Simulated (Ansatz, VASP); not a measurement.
## Two plane-wave programs on Rh

The input INCAR:

```
PREC     = Accurate       # precision mode
ENCUT    = 520            # plane-wave cutoff, eV
EDIFF    = 1E-6           # SCF threshold, eV
ISMEAR   = 0              # smearing method
SIGMA    = 0.15           # smearing width, eV
LREAL    = False          # projectors in reciprocal space
LASPH    = True           # aspherical terms in the spheres
NELM     = 100            # most SCF steps
ALGO     = Fast           # electronic algorithm
ISIF     = 2              # what is computed and relaxed
LWAVE    = False          # write WAVECAR
LCHARG   = False          # write CHGCAR
GGA      = PE             # functional
NBANDS   = 22             # bands
```

The input KPOINTS:

```
regular mesh
0
Gamma
  18 18 10
```

POSCAR

```
Rh
1.0
    2.6431000000      0.0000000000      0.0000000000
   -1.3215500000      2.2889917447      0.0000000000
    0.0000000000      0.0000000000      4.3851186776
Rh
2
Direct
    0.6666666667      0.3333333333      0.7500000000
    0.3333333333      0.6666666667      0.2500000000
```

Input for Ansatz:

```yaml
crystal:
  lattice:
    - [2.6431, 0.0, 0.0]
    - [-1.32155, 2.2889917447, 0.0]
    - [0.0, 0.0, 4.3851186776]
  atoms:
    - { symbol: Rh, position: [0.6666666667, 0.3333333333, 0.75] }
    - { symbol: Rh, position: [0.3333333333, 0.6666666667, 0.25] }
basis:
  ecutwfc: 420
kpoints:
  mp_grid: { grid: [18, 18, 10] }
hamiltonian:
  xc: pbe
  pseudopotentials: { kind: paw, azcp: { folder: soft_1 } }
scf:
  occupations: { method: gaussian, width: 0.15 }
output:
  forces: true
  stress: true
  eigenvalues: true
```

Alike in both runs: task single point; functional PBE; k mesh 18 × 18 × 10; occupations gaussian, width 0.15 eV; no spin polarisation.

```csv
,VASP,Ansatz
version,VASP 6.6.1,Ansatz 0.2.0
potentials or method,"VASP PAW PBE potentials, release 64 (Rh_pv), cutoff 520 eV","scalar-relativistic, plane waves, PAW"
valence electrons in the cell,30,34
```

VASP gave:

* gap on the k mesh at the Fermi level (eV): none
* pressure (GPa): 18.5
* traceless stress, the component that is largest in VASP (GPa): -6.00

Task: Estimate Ansatz's values.

Result: gap on the k mesh at the Fermi level (eV): none; pressure (GPa): 18.4; traceless stress, the component that is largest in VASP (GPa): -5.99.

A gap of «none» marks a metal or a gap that the smearing closes. VASP's potentials hold 30 valence electrons a cell and Ansatz's 34, so a difference there can come from the potentials and not from the codes.
